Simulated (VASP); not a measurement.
# TiC (Fm-3m) in VASP: notebook, part 2 of 2

VASP 6.6.1. Earlier steps stand in the parts before.

## 4. Single point, PBE

This run uses another cell than the first one: it holds 8 atoms, not 2.

Input file INCAR:

```
SYSTEM = TiC
  ALGO = Normal
  EDIFF = 1E-6
  ENCUT = 520
  GGA = PE
  ISIF = 2
  ISMEAR = 0
  LASPH = .TRUE.
  LCHARG = .FALSE.
  LREAL = .FALSE.
  LWAVE = .FALSE.
  NBANDS = 42
  NELM = 80
  PREC = Accurate
  SIGMA = 0.15
```

Input file KPOINTS:

```
k-points
0
G
  14 14 14
  0 0 0
```

Input file POSCAR:

```
TiC
1.0
    4.3329230512      0.0000000000      0.0000000000
    0.0000000000     -4.3329230512      0.0000000000
    0.0000000000      0.0000000000     -4.3329230512
Ti C
4 4
Direct
    0.0000000000      0.5000000000      0.5000000000
    0.5000000000      0.0000000000      0.5000000000
    0.5000000000      0.5000000000      0.0000000000
    0.0000000000      1.0000000000      1.0000000000
    0.5000000000      0.0000000000      0.0000000000
    0.0000000000      0.5000000000      0.0000000000
    0.0000000000      0.0000000000      0.5000000000
    0.5000000000      0.5000000000      0.5000000000
```

Potentials or basis: VASP PAW PBE potentials, release 64 (Ti_sv, C).

Started as:

```bash
> cat potpaw_PBE.64/Ti_sv/POTCAR potpaw_PBE.64/C/POTCAR > POTCAR
> mpirun -np 1 vasp_std > vasp.out
```

OUTCAR:

```text
SYSTEM = TiC
   EDIFF = 1E-6
   ENCUT = 520
   GGA = PE
   ISIF = 2
   ISMEAR = 0
   LASPH = .TRUE.
   LREAL = .FALSE.
   NELM = 80
   PREC = Accurate

 ion  position               nearest neighbor table
   1  0.000  0.500  0.500-   6 2.17   7 2.17   8 2.17   6 2.17   7 2.17   8 2.17
   2  0.500  0.000  0.500-   5 2.17   7 2.17   8 2.17   5 2.17   8 2.17   7 2.17
   3  0.500  0.500  0.000-   5 2.17   6 2.17   8 2.17   8 2.17   5 2.17   6 2.17
   4  0.000  0.000  0.000-   5 2.17   6 2.17   7 2.17   7 2.17   6 2.17   5 2.17
   5  0.500  0.000  0.000-   2 2.17   3 2.17   4 2.17   2 2.17   3 2.17   4 2.17
   6  0.000  0.500  0.000-   1 2.17   3 2.17   4 2.17   1 2.17   4 2.17   3 2.17
   7  0.000  0.000  0.500-   1 2.17   2 2.17   4 2.17   4 2.17   1 2.17   2 2.17
   8  0.500  0.500  0.500-   1 2.17   2 2.17   3 2.17   3 2.17   2 2.17   1 2.17

  LATTYP: Found a simple cubic cell.
 ALAT       =     4.3329230512

  Lattice vectors:

 A1 = (   4.3329230512,   0.0000000000,   0.0000000000)
 A2 = (   0.0000000000,  -4.3329230512,   0.0000000000)
 A3 = (   0.0000000000,   0.0000000000,  -4.3329230512)

Analysis of symmetry for initial positions (statically):
=====================================================================
 Subroutine PRICEL returns following result:

  LATTYP: Found a face centered cubic cell.
 ALAT       =     4.3329230512

  Lattice vectors:

 A1 = (   2.1664615256,   2.1664615256,   0.0000000000)
 A2 = (   2.1664615256,   0.0000000000,  -2.1664615256)
 A3 = (   0.0000000000,   2.1664615256,  -2.1664615256)

   4 primitive cells build up your supercell.

 Routine SETGRP: Setting up the symmetry group for a
 simple cubic supercell.

 Subroutine GETGRP returns: Found 48 space group operations
 (whereof 48 operations were pure point group operations)
 out of a pool of 48 trial point group operations.

The static configuration has the point symmetry O_h .

Analysis of symmetry for dynamics (positions and initial velocities):
=====================================================================
 Subroutine PRICEL returns following result:

  LATTYP: Found a face centered cubic cell.
 ALAT       =     4.3329230512

  Lattice vectors:

 A1 = (   2.1664615256,   2.1664615256,   0.0000000000)
 A2 = (   2.1664615256,   0.0000000000,  -2.1664615256)
 A3 = (   0.0000000000,   2.1664615256,  -2.1664615256)

   4 primitive cells build up your supercell.

 Routine SETGRP: Setting up the symmetry group for a
 simple cubic supercell.

 Subroutine GETGRP returns: Found 48 space group operations
 (whereof 48 operations were pure point group operations)
 out of a pool of 48 trial point group operations.

The dynamic configuration has the point symmetry O_h .

 Subroutine INISYM returns: Found 48 space group operations
 (whereof 48 operations are pure point group operations),
 and found     4 'primitive' translations

----------------------------------------------------------------------------------------

                                     Primitive cell

[... 45 lines left out ...]
 Following reciprocal coordinates:
            Coordinates               Weight
  0.000000  0.000000  0.000000      1.000000
  0.071429  0.000000  0.000000      6.000000
  0.142857  0.000000  0.000000      6.000000
  0.214286  0.000000  0.000000      6.000000
  0.285714  0.000000  0.000000      6.000000
  0.357143  0.000000  0.000000      6.000000
[... 16 lines left out ...]
  0.285714  0.214286  0.000000     24.000000
  0.357143  0.214286  0.000000     24.000000
 [... further k-points ...]
   k-points           NKPTS =    120   k-points in BZ     NKDIM =    120   number of bands    NBANDS=     42
   number of dos      NEDOS =    301   number of ions     NIONS =      8
   total plane-waves  NPLWV =  32768
   dimension x,y,z NGX =    32 NGY =   32 NGZ =   32
   dimension x,y,z NGXF=    64 NGYF=   64 NGZF=   64
   ions per type =               4   4
   NGX,Y,Z   is equivalent  to a cutoff of  12.28, 12.28, 12.28 a.u.
   NGXF,Y,Z  is equivalent  to a cutoff of  24.56, 24.56, 24.56 a.u.
 SYSTEM =  TiC
   PREC   = accura    normal or accurate (medium, high low for compatibility)
   ISTART =      0    job   : 0-new  1-cont  2-samecut
   ICHARG =      2    charge: 1-file 2-atom 10-const
   ISPIN  =      1    spin polarized calculation?
   LNONCOLLINEAR =      F non collinear calculations
   LSORBIT =      F    spin-orbit coupling
   LASPH  =      T    aspherical Exc in radial PAW
   ENCUT  =  520.0 eV  38.22 Ry    6.18 a.u.   8.06  8.06  8.06*2*pi/ulx,y,z
   NELM   =     80;   NELMIN=  2; NELMDL= -5     # of ELM steps
   EDIFF  = 0.1E-05   stopping-criterion for ELM
   LREAL  =      F    real-space projection
   EDIFFG = 0.1E-04   stopping-criterion for IOM
   NSW    =      0    number of steps for IOM
   IBRION =     -1    ionic relax: 0-MD 1-quasi-New 2-CG
   NFREE  =      0    steps in history (QN), initial steepest desc. (CG)
   ISIF   =      2    stress and relaxation
   ISYM   =      2    0-nonsym 1-usesym 2-fastsym
   POTIM  = 0.5000    time-step for ionic-motion
   TEBEG  =    0.0;   TEEND  =   0.0 temperature during run
   PSTRESS=    0.0 pullay stress
   NELECT =      64.0000    total number of electrons
   NUPDOWN=      -1.0000    fix difference up-down
   EMIN   =  10.00;   EMAX   =-10.00  energy-range for DOS
   EFERMI =   0.00;   METHOD = LEGACY
   ISMEAR =     0;   SIGMA  =   0.15  broadening in eV -4-tet -1-fermi 0-gaus
   EFERMI_NEDOS =   21; number of points for ismear=-14 and -15
   IALGO  =     38    algorithm
   IMIX   =      4    mixing-type and parameters
     AMIX     =   0.40;   BMIX     =  1.00
     AMIX_MAG =   1.60;   BMIX_MAG =  1.00
  volume/ion in A,a.u.               =      10.17        68.62
  Fermi-wavevector in a.u.,A,eV,Ry     =   1.511311  2.855964 31.076536  2.284061
  Thomas-Fermi vector in A             =   2.621385
   LORBIT       =      0    0 simple, 1 ext, 2 COOP (PROOUT), +10 PAW based schemes
   GGA     = PE    functional components
   LHFCALC =     F    Hartree Fock is set to
   AEXX    =    0.0000 exact exchange contribution
   IVDW    =     0    specifies the selected vdW correction
   LEPSILON=     F    determine dielectric tensor
   LRPA    =     F    only Hartree local field effects (RPA)
 non-spin polarized calculation
 Gauss-broadening in eV      SIGMA  =   0.15
  energy-cutoff  :      520.00
  volume of cell :       81.35
 maximum number of plane-waves:      2272
   NGX = 17   NGY = 17   NGZ = 17

 number of electron      64.0000027 magnetization

 Free energy of the ion-electron system (eV)
  ---------------------------------------------------
  ext. energy  EPLUGINS =         0.00000000
  ---------------------------------------------------
  free energy    TOTEN  =       -74.84401747 eV

  energy without entropy =      -74.82983495  energy(sigma->0) =      -74.83692621

 E-fermi :   9.3964     XC(G=0): -12.6926

 val. band max:        9.3831858856   @ k =   0.1429   0.0714   0.0714
 cond. band min:       9.4041922981   @ k =   0.3571   0.0714   0.0714
 fundamental gap:      0.0210064125
 Fermi energy:         9.3963564244

 k-point     1 :       0.0000    0.0000    0.0000
  band No.  band energies     occupation
      1     -47.1922      2.00000
      2     -47.0958      2.00000
      3     -47.0958      2.00000
      4     -47.0958      2.00000
      5     -23.6496      2.00000
      6     -23.6496      2.00000
[... 1069 lines left out ...]
     41      12.7254      0.00000
     42      13.2812      0.00000

 [... further k-points ...]

------------------------ aborting loop because EDIFF is reached ----------------------------------------

  FORCE on cell =-STRESS in cart. coord.  units (eV):
  Direction    XX          YY          ZZ          XY          YZ          ZX
  --------------------------------------------------------------------------------------
  -------------------------------------------------------------------------------------
  Total        0.1334296      0.1334296      0.1334296      0.0000000     -0.0000000      0.0000000
  in kB        2.6279674      2.6279674      2.6279674      0.0000000     -0.0000000      0.0000000
  external PRESSURE =       2.6279674 kB  Pullay stress =       0.0000000 kB

 VOLUME and BASIS-vectors are now :
 -----------------------------------------------------------------------------
  energy-cutoff  :      520.00
  volume of cell :       81.35
      direct lattice vectors                 reciprocal lattice vectors
     4.332923051  0.000000000  0.000000000     0.230791082  0.000000000  0.000000000
     0.000000000 -4.332923051  0.000000000     0.000000000 -0.230791082  0.000000000
     0.000000000  0.000000000 -4.332923051     0.000000000  0.000000000 -0.230791082

 POSITION                                       TOTAL-FORCE (eV/Angst)
 -----------------------------------------------------------------------------------
      0.00000     -2.16646     -2.16646         0.000000      0.000000      0.000000
      2.16646      0.00000     -2.16646        -0.000000      0.000000     -0.000000
      2.16646     -2.16646      0.00000         0.000000     -0.000000      0.000000
      0.00000      0.00000      0.00000        -0.000000      0.000000     -0.000000
      2.16646      0.00000      0.00000        -0.000000     -0.000000     -0.000000
      0.00000     -2.16646      0.00000        -0.000000     -0.000000     -0.000000
      0.00000      0.00000     -2.16646        -0.000000     -0.000000     -0.000000
      2.16646     -2.16646     -2.16646        -0.000000     -0.000000     -0.000000
 -----------------------------------------------------------------------------------
    total drift:                                0.000000      0.000000      0.000000

  FREE ENERGIE OF THE ION-ELECTRON SYSTEM (eV)
  ---------------------------------------------------
  free  energy   TOTEN  =       -74.8440174704 eV

  energy  without entropy=      -74.8298349462  energy(sigma->0) =      -74.83692621
```

Run time: 10 min. Hardware: 1 thread of AMD EPYC 7R13, shared host; peak memory 0.37 GiB.

What came out:

- Free energy: -74.8440 eV
- Pressure: 0.3 GPa
- Band gap on the k mesh: zero (band 32 reaches 9.74 eV, above the bottom of band 33 at 9.00 eV)

## 5. Single point, PBE

This run uses another cell than the first one: it holds 4 atoms, not 2.

Input file INCAR:

```
SYSTEM = TiC
ALGO = Normal
EDIFF = 1E-6
ENCUT = 520
GGA = PE
ISIF = 2
ISMEAR = 0
LASPH = .True.
LCHARG = .False.
LREAL = .False.
LWAVE = .False.
NBANDS = 24
NELM = 80
PREC = Accurate
SIGMA = 0.15
```

Input file KPOINTS:

```
k-points
0
Gamma
  20 20 14
  0 0 0
```

Input file POSCAR:

```
TiC
1.0
    0.0000000000     -2.1664615256     -2.1664615256
    0.0000000000      2.1664615256     -2.1664615256
    4.3329230512      0.0000000000      0.0000000000
Ti C
2 2
Direct
    0.5000000000      0.5000000000      0.5000000000
    1.0000000000      1.0000000000      0.0000000000
    0.5000000000      0.5000000000      0.0000000000
    0.0000000000      0.0000000000      0.5000000000
```

Started as:

```bash
> cat potpaw_PBE.64/Ti_sv/POTCAR potpaw_PBE.64/C/POTCAR > POTCAR
> mpirun -np 1 vasp_std > vasp.out
```

Wall time 14 min (1 thread of AMD EPYC 7R13, shared host); peak memory 0.48 GiB.

Results (log left out):

- Free energy: -37.4223 eV
- Pressure: 0.2 GPa
- Band gap on the k mesh: zero (band 16 reaches 10.09 eV, above the bottom of band 17 at 9.00 eV)

Levels at points of the mesh, in eV from the Fermi level:
```
           k point  band 14  band 15  band 16  band 17  band 18  band 19
(0.00, 0.00, 0.00)    -0.04     0.69     0.69     0.69     1.67     1.67
(0.50, 0.00, 0.00)    -2.70    -2.56    -2.56     2.15     2.15     3.14
(0.50, 0.50, 0.00)    -1.61    -0.04    -0.04    -0.04    -0.04     2.70
(0.00, 0.00, 0.50)    -0.59    -0.40    -0.40    -0.40    -0.40     2.18
(0.50, 0.00, 0.50)    -2.89    -2.89    -2.89     2.91     2.91     2.91
(0.50, 0.50, 0.50)    -3.14    -2.70    -2.70     2.78     2.78     2.78
```

## 6. The runs side by side

| cell | k mesh | smearing | gap on the mesh (eV) | pressure (GPa) |
| --- | --- | --- | --- | --- |
| a = 3.064 Å, angles 60.0°, 2 atoms | 16 × 16 × 16 | gaussian 0.1 eV | none | 0.2 |
| a = 3.064 Å, angles 60.0°, 2 atoms | 24 × 24 × 24 | gaussian 0.15 eV | none | 0.2 |
| a = 4.333 Å, 8 atoms | 14 × 14 × 14 | gaussian 0.15 eV | none | 0.3 |
| a = 3.064, b = 3.064, c = 4.333 Å, 4 atoms | 20 × 20 × 14 | gaussian 0.15 eV | none | 0.2 |

Alike in all rows: task single point; level PBE; potentials or basis VASP PAW PBE potentials, release 64 (Ti_sv, C); no spin polarisation; cutoff (eV) 520.

Total energies depend on the potentials used, so only differences within one code and one set of settings carry meaning.
